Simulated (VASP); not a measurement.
Input of a VASP 6.6.1 run:

File INCAR:

```
SYSTEM = AlN
PREC     = Accurate       ! precision mode
ENCUT    = 520            ! plane-wave cutoff, eV
EDIFF    = 1E-6           ! SCF threshold, eV
ISMEAR   = 0              ! smearing method
SIGMA    = 0.05           ! smearing width, eV
LREAL    = .FALSE.        ! projectors in reciprocal space
LASPH    = .TRUE.         ! aspherical terms in the spheres
NELM     = 100            ! most SCF steps
ALGO     = Normal         ! electronic algorithm
ISIF     = 2              ! what is computed and relaxed
LWAVE    = .FALSE.        ! write WAVECAR
LCHARG   = .FALSE.        ! write CHGCAR
GGA      = RE             ! functional
NBANDS   = 16             ! bands
```

File KPOINTS:

```
regular mesh
0
G
  10 10 6
  0 0 0
```

POSCAR

```
AlN
1.0
    3.0709272750      0.0000000000      0.0000000000
   -1.5354636375      2.6595010333      0.0000000000
    0.0000000000      0.0000000000      4.9136809369
Al N
2 2
Direct
    0.6669120000      0.3362360000      0.4998430000
    0.3268940000      0.6678470000     -0.0018600000
    0.6696610000      0.3331100000      0.8779580000
    0.3369420000      0.6692960000      0.3828520000
```

Potentials or basis: VASP PAW PBE potentials, release 64 (Al, N).

Run with:

```console
$ cat potpaw_PBE.64/Al/POTCAR potpaw_PBE.64/N/POTCAR > POTCAR
$ mpirun -np 1 vasp_std > vasp.out
```

(1) What does it give for the largest force?

(2) What does it give for the band gap on the k mesh?

(3) Estimate the pressure.

Answers

(1) 0.650 eV/Å.

(2) 4.59 eV.

(3) 15.4 GPa.

Caveat: the cell stands under pressure; the PAW data sets were made with another functional, which shifts forces and pressure a little.
